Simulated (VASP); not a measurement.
A run of VASP 6.6.1:

Contents of INCAR:

```
SYSTEM = V2O5
PREC = Accurate
ENCUT = 520
EDIFF = 1E-6
ISMEAR = 0
SIGMA = 0.01
LREAL = .FALSE.
LASPH = .TRUE.
NELM = 100
ALGO = Normal
ISIF = 2
LWAVE = .FALSE.
LCHARG = .FALSE.
NBANDS = 69
```

The input KPOINTS:

```
Automatic mesh
0
G
  8 3 6
  0 0 0
```

File POSCAR:

```
V2O5
1.0
    3.5189330157      0.0000000000      0.0000000000
    0.0000000000     11.5987634136      0.0000000000
    0.0000000000      0.0000000000      3.9858078437
V O
4 10
Direct
    0.0000000000      0.8519188957      0.1051711323
    0.0000000000      0.1480811043      0.1051711323
    0.5000000000      0.3519188957      0.8948288677
    0.5000000000      0.6480811043      0.8948288677
    0.0000000000      0.8515081237      0.5023850662
    0.0000000000      0.1484918763      0.5023850662
    0.5000000000      0.3515081237      0.4976149338
    0.5000000000      0.6484918763      0.4976149338
    0.0000000000      0.6819779482      0.9958898040
    0.0000000000      0.3180220518      0.9958898040
    0.5000000000      0.1819779482      0.0041101960
    0.5000000000      0.8180220518      0.0041101960
    0.0000000000      0.0000000000      1.0113165713
    0.5000000000      0.5000000000     -0.0113165713
```

Potentials or basis: VASP PAW LDA potentials, release 64 (V_sv, O).

Launch:

```sh
$ cat potpaw_LDA.64/V_sv/POTCAR potpaw_LDA.64/O/POTCAR > POTCAR
$ mpirun -np 1 vasp_std > vasp.out
```

Hardware: 1 thread of AMD EPYC 7R13 Processor (Zen 3) (shared host).

How long does it take, and how much memory?

Run time: 9.1 min on 1 thread of AMD EPYC 7R13 Processor (Zen 3) (shared host), peak memory 0.39 GiB. Counts: scf iterations 22, k points 40.
